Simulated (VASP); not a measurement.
Write the native input for VASP 6.6.1 that does the following.

- Task: single point
- Functional: PBE
- Potentials or basis: VASP PAW PBE potentials, release 64 (Mg, S)
- Cutoff: 520 eV
- k mesh: 12 × 12 × 2
- Occupations: gaussian, width 0.01 eV
- Spin: no spin polarisation
- Dipole correction: no
- Further INCAR settings: ALGO = Normal; EDIFF = 1e-06; NBANDS = 29

The structure of Mg3S2 lies in POSCAR:

```
Mg3S2
1.0
    3.6951184045      0.0000000000      0.0000000000
   -1.8475592023      3.2000664083      0.0000000000
    0.0000000000      0.0000000000     17.7358157000
Mg S
6 4
Direct
    0.3333333333      0.6666666667      0.8300854137
    0.6666666667      0.3333333333      0.3300854137
    0.6666666667      0.3333333333      0.1699145863
    0.3333333333      0.6666666667      0.6699145863
    0.0000000000      0.0000000000      0.0000000000
    0.0000000000      0.0000000000      0.5000000000
    0.6666666667      0.3333333333      0.9144175547
    0.3333333333      0.6666666667      0.4144175547
    0.6666666667      0.3333333333      0.5855824453
    0.3333333333      0.6666666667      0.0855824453
```

One way to write it, as run:

INCAR

```
SYSTEM = Mg3S2
PREC = Accurate
ENCUT = 520
EDIFF = 1E-6
ISMEAR = 0
SIGMA = 0.01
LREAL = .FALSE.
LASPH = .TRUE.
NELM = 80
ALGO = Normal
ISIF = 2
LWAVE = .FALSE.
LCHARG = .FALSE.
GGA = PE
NBANDS = 29
```

KPOINTS

```
regular mesh
0
G
  12 12 2
  0 0 0
```

Potentials or basis: VASP PAW PBE potentials, release 64 (Mg, S).

The run is started by

```console
$ cat potpaw_PBE.64/Mg/POTCAR potpaw_PBE.64/S/POTCAR > POTCAR
$ mpirun -np 1 vasp_std > vasp.out
```

It gave:

```yaml
Pressure: -0.2 GPa
Largest_force: 0.006 eV/Å
Band_gap_on_the_k_mesh: 0.35 eV (least direct gap 0.43 eV)
```

Wall time 3.2 min on 1 thread of Intel(R) Xeon(R) Platinum 8375C CPU @ 2.90GHz (Ice Lake), on a shared host, peak memory 0.42 GiB.
